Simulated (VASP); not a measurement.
Sc2SnSe5: relaxation of cell and atoms with PBE

Crystal: Sc2SnSe5.

```
Sc Sn Se
1.0
     6.54736    0.00000    0.00000
     0.00000    6.54736    0.00000
     0.00000    0.00000    5.91065
Sc Sn Se
2 1 5
Direct
  0.50000 0.00000 0.10261
  0.00000 0.50000 0.10261
  0.50000 0.50000 0.07955
  0.26411 0.00000 0.70930
  0.73589 0.00000 0.70930
  0.00000 0.26411 0.70930
  0.00000 0.73589 0.70930
  0.50000 0.50000 0.48998
```

The cell was generated, and may not be a known phase.

| Item | Value |
| --- | --- |
| Program | VASP 6.6.1 |
| Task | relaxation of cell and atoms |
| Functional | PBE |
| Potentials or basis | VASP PAW PBE potentials, release 64 (Sc_sv, Sn_d, Se) |
| Cutoff | 600 eV |
| k mesh | 2 × 2 × 2 |
| Occupations | gaussian, width 0.15 eV |
| Spin | no spin polarisation |
| Dipole correction | no |
| Further INCAR settings | ALGO = Normal; EDIFF = 1e-06; IBRION = 2; EDIFFG = -0.08; NSW = 36; ISIF = 3 |

```
Relaxed volume                        : 31.26 Å³/atom
Relaxed cell                          : a = 7.314 Å, b = 7.314 Å, c = 4.675 Å, α = 90.00°, β = 90.00°, γ = 90.00°
Space group after relaxing (to 0.1 Å) : P4mm (No. 99)
Energy gained by relaxing             : 370.8 meV/atom
Ionic steps                           : 30
Pressure after relaxing               : 0.0 GPa
Largest force after relaxing          : 0.060 eV/Å
Band gap on the k mesh                : zero (bands 33 and 34 overlap by 0.79 eV)
```

Forces on the atoms (eV/Å):
```
Sc   0.000  0.000 -0.038
Sc   0.000  0.000 -0.038
Sn   0.000  0.000  0.048
Se   0.044  0.000 -0.008
Se  -0.044  0.000 -0.008
Se   0.000  0.044 -0.008
Se   0.000 -0.044 -0.008
Se   0.000  0.000  0.060
```

Stress tensor (GPa, compression positive):
```
 0.00  0.00  0.00
 0.00  0.00  0.00
 0.00  0.00 -0.10
```

The path:
| step | energy change (eV) | largest force (eV/Å) | pressure (GPa) | volume (Å³) |
| --- | --- | --- | --- | --- |
| 1 | 0.0000 | 2.2125 | -0.13 | 253.38 |
| 2 | -0.9949 | 0.9703 | -1.78 | 252.35 |
| 3 | -1.2723 | 0.5946 | -1.62 | 251.45 |
| 4 | -1.3083 | 0.7150 | -1.20 | 251.04 |
| 5 | -1.3111 | 0.7145 | -1.01 | 250.89 |
| 6 | -1.4846 | 1.2084 | 0.67 | 241.84 |
| 7 | -1.5038 | 1.5202 | 1.61 | 237.82 |
| 8 | -1.5807 | 1.4423 | 1.53 | 236.67 |
| 9 | -1.7944 | 2.5659 | 1.61 | 233.09 |
| 10 | -2.0143 | 5.5949 | 3.80 | 225.37 |
| 11 | -2.0642 | 5.5543 | 3.88 | 225.14 |
| 12 | -2.1927 | 5.3875 | 4.26 | 224.44 |
| 13 | -2.2996 | 4.8160 | 5.78 | 222.92 |
| 14 | -2.4346 | 3.9420 | 5.19 | 224.11 |
| 15 | -2.7133 | 1.5873 | 3.64 | 227.70 |
| 16 | -2.7948 | 2.3179 | 1.47 | 235.01 |
| 17 | -2.8298 | 1.1511 | 2.06 | 232.58 |
| 18 | -2.8301 | 1.0225 | 2.14 | 232.32 |
| 19 | -2.8536 | 0.7962 | 1.76 | 233.66 |
| 20 | -2.8945 | 0.1722 | 0.70 | 237.71 |
| 21 | -2.8994 | 0.1232 | 0.24 | 239.59 |
| 22 | -2.9079 | 0.1375 | 0.25 | 240.29 |
| 23 | -2.9309 | 0.1741 | 0.25 | 242.36 |
| 24 | -2.9605 | 0.2158 | 0.26 | 246.50 |
| 25 | -2.9188 | 0.1678 | 0.37 | 254.73 |
| 26 | -2.9643 | 0.2181 | 0.26 | 248.26 |
| 27 | -2.9643 | 0.2180 | 0.26 | 248.43 |
| 28 | -2.9658 | 0.1956 | 0.00 | 249.92 |
| 29 | -2.9659 | 0.1327 | 0.05 | 249.61 |
| 30 | -2.9665 | 0.0603 | -0.04 | 250.08 |

Final structure:
```
CELL_PARAMETERS angstrom
7.31426 0.00000 0.00000
0.00000 7.31426 0.00000
0.00000 0.00000 4.67456
ATOMIC_POSITIONS crystal
Sc 0.50000 0.00000 0.17175
Sc 0.00000 0.50000 0.17175
Sn 0.50000 0.50000 0.02354
Se 0.31181 0.00000 0.67942
Se 0.68819 0.00000 0.67942
Se 0.00000 0.31181 0.67942
Se 0.00000 0.68819 0.67942
Se 0.50000 0.50000 0.52726
```

Levels at points of the mesh, in eV from the Fermi level:
```tsv
k point	band 29	band 30	band 31	band 32	band 33	band 34	band 35	band 36	band 37	band 38
(0.00, 0.00, 0.00)	-2.53	-1.90	-1.90	-0.26	0.38	0.38	0.53	0.55	0.73	0.73
(0.50, 0.00, 0.00)	-2.26	-2.25	-1.90	-0.76	0.35	0.40	0.49	0.56	0.57	0.72
(0.50, 0.50, 0.00)	-2.81	-1.69	-1.42	-1.10	-1.10	0.48	0.48	0.63	0.68	0.89
(0.00, 0.00, 0.50)	-1.97	-1.97	-0.64	-0.64	-0.02	-0.02	0.17	0.25	0.45	0.53
(0.50, 0.00, 0.50)	-2.18	-1.66	-1.08	-0.83	-0.49	-0.10	0.16	0.37	0.61	0.66
(0.50, 0.50, 0.50)	-1.83	-1.79	-1.36	-1.36	-0.41	-0.41	0.53	0.53	0.59	0.85
```

It took 20 min on 1 thread of AMD EPYC 9R45 96-Core Processor (Zen 5), on a shared host, peak memory 0.4 GiB.

Caveat: the k points lie up to 0.67 Å⁻¹ apart in the final cell, too coarse for converged energies and pressures of a metal; a cell axis changed by over 15 % at a fixed basis, so the end point is rough; spin-orbit coupling is left out, which moves the levels of the heavy elements; the relaxation stopped at a loose force limit of 0.08 eV/Å, so its end isn't a converged minimum.
